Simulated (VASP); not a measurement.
Set up this calculation in VASP 6.6.1, as the native input.

```yaml
Task: relaxation of cell and atoms
Functional: PBE
Potentials_or_basis: VASP PAW PBE potentials, release 64 (Si, Ge_d)
Cutoff: 600 eV
k_mesh: 6 × 6 × 4
Occupations: gaussian, width 0.1 eV
Spin: no spin polarisation
Dipole_correction: no
Further_INCAR_settings: ALGO = Normal; EDIFF = 1e-07; IBRION = 2; EDIFFG = -0.04; NSW = 90; ISIF = 3
```

The structure of SiGe5 lies in POSCAR:

```
SiGe5
1.0
    4.6164053900      0.0000000000      0.0000000000
   -2.3082026900      3.9979243400      0.0000000000
    0.0000000000      0.0000000000      6.2665430600
Si Ge
1 5
Direct
    0.0000000000      0.0000000000      0.5000000000
    0.6666666700      0.3333333300      0.7959949400
    0.0000000000      0.0000000000      0.0000000000
    0.6666666700      0.3333333300      0.2040050600
    0.3333333300      0.6666666700      0.2040050600
    0.3333333300      0.6666666700      0.7959949400
```

The cell was generated, and may not be a known phase.

These files were run (other wordings do the same):

INCAR

```
SYSTEM = SiGe5
PREC = Accurate
ENCUT = 600
EDIFF = 1E-7
ISMEAR = 0
SIGMA = 0.1
LREAL = .False.
LASPH = .True.
NELM = 100
ALGO = Normal
ISIF = 3
LWAVE = .False.
LCHARG = .False.
GGA = PE
IBRION = 2
NSW = 90
EDIFFG = -0.04
```

KPOINTS

```
regular mesh
0
Gamma
  6 6 4
  0 0 0
```

Potentials or basis: VASP PAW PBE potentials, release 64 (Si, Ge_d).

Command:

```bash
$ cat potpaw_PBE.64/Si/POTCAR potpaw_PBE.64/Ge_d/POTCAR > POTCAR
$ mpirun -np 1 vasp_std > vasp.out
```

Results of the run:

| Quantity | Value |
| --- | --- |
| Relaxed volume | 18.70 Å³/atom |
| Relaxed cell | a = 4.792 Å, b = 4.792 Å, c = 5.642 Å, α = 90.00°, β = 90.00°, γ = 120.00° |
| Space group after relaxing (to 0.1 Å) | P6/mmm (No. 191) |
| Energy gained by relaxing | 189.9 meV/atom |
| Ionic steps | 13 |
| Pressure after relaxing | 0.2 GPa |
| Largest force after relaxing | 0.015 eV/Å |
| Band gap on the k mesh | zero (bands 37 and 38 overlap by 3.31 eV) |

Wall time 33 min on 1 thread of Intel(R) Xeon(R) Platinum 8488C (Sapphire Rapids), on a shared host, peak memory 0.33 GiB.
